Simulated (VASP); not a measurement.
**TiAl3: single point with PBEsol**

Crystal: TiAl3.

```xyz
4
Lattice="-1.9111 1.9111 4.1094 1.9111 -1.9111 4.1094 1.9111 1.9111 -4.1094" Properties=species:S:1:pos:R:3 pbc="T T T"
Ti    0.0000    0.0000    0.0000
Al    1.9111    0.0000    2.0547
Al    0.0000    1.9111    2.0547
Al    0.0000    0.0000    4.1094
```

| Property | Result |
| --- | --- |
| Program | VASP 6.6.1 |
| Task | single point |
| Functional | PBEsol |
| Potentials or basis | VASP PAW PBE potentials, release 64 (Ti_sv, Al) |
| Cutoff | 520 eV |
| k mesh | 10 × 10 × 10 |
| Occupations | fermi-dirac, width 0.05 eV |
| Spin | no spin polarisation |
| Dipole correction | no |
| Further INCAR settings | ALGO = Normal; EDIFF = 1e-07; NBANDS = 18 |

```
Pressure : 4.4 GPa
```

Stress tensor (GPa, compression positive):
```
1.81 0.00 0.00
0.00 1.81 0.00
0.00 0.00 9.55
```

Levels at points of the mesh, in eV from the Fermi level:
```
           k point  band 7  band 8  band 9  band 10  band 11  band 12  band 13  band 14  band 15  band 16
(0.00, 0.00, 0.00)   -2.37   -1.58   -1.42    -1.42     0.81     1.64     1.64     2.22     2.55     4.12
(0.50, 0.00, 0.00)   -3.66   -2.76   -1.22    -0.18     0.45     1.80     1.96     2.88     3.00     4.72
(0.50, 0.50, 0.00)   -4.49   -3.84   -2.82    -2.13    -0.93     1.76     1.94     3.05     3.06     3.55
(0.50, 0.50, 0.50)   -2.25   -1.13   -1.13    -0.27     0.69     0.69     0.98     3.20     5.06     6.38
```

Run time: 6.2 min on 1 thread of Intel Xeon 8259CL, with other jobs on the host, peak memory 0.3 GiB.

Caveat: the PAW data sets were made with another functional, which shifts forces and pressure a little.
